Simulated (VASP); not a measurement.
Br:

```
Br
1.0
     0.00000    3.24000    3.24000
     3.24000    0.00000    3.24000
     3.24000    3.24000    0.00000
Br
2
Direct
  0.00000 0.00000 0.00000
  0.25000 0.25000 0.25000
```

* Program: VASP 6.6.1
* Task: relaxation of cell and atoms
* Functional: PBE
* Potentials or basis: VASP PAW PBE potentials, release 64 (Br)
* Cutoff: 500 eV
* k mesh: 6 × 6 × 6
* Occupations: fermi-dirac, width 0.01 eV
* Spin: no spin polarisation

At the start: pressure 6.4 GPa; volume 34.01 Å³/atom.

How do energy, volume and symmetry change on relaxing?

Over 4 steps the energy falls by 138.7 meV/atom and the volume is 42.76 Å³/atom (+25.7 %); space group Fd-3m (No. 227, to 0.1 Å) before and after.

Step by step:
| step | energy change (eV) | largest force (eV/Å) | pressure (GPa) | volume (Å³) |
| --- | --- | --- | --- | --- |
| 1 | 0.0000 | 0.0000 | 6.36 | 68.02 |
| 2 | -0.2708 | 0.0000 | 0.68 | 82.19 |
| 3 | -0.2770 | 0.0000 | -0.16 | 86.35 |
| 4 | -0.2775 | 0.0000 | -0.01 | 85.52 |

Final structure:
```xyz
2
Lattice="0.0000 3.4968 3.4968 3.4968 0.0000 3.4968 3.4968 3.4968 0.0000" Properties=species:S:1:pos:R:3 pbc="T T T"
Br    0.0000    0.0000    0.0000
Br    1.7484    1.7484    1.7484
```

Caveat: the volume moved by over 15 % at a fixed basis, so the end points are rough.
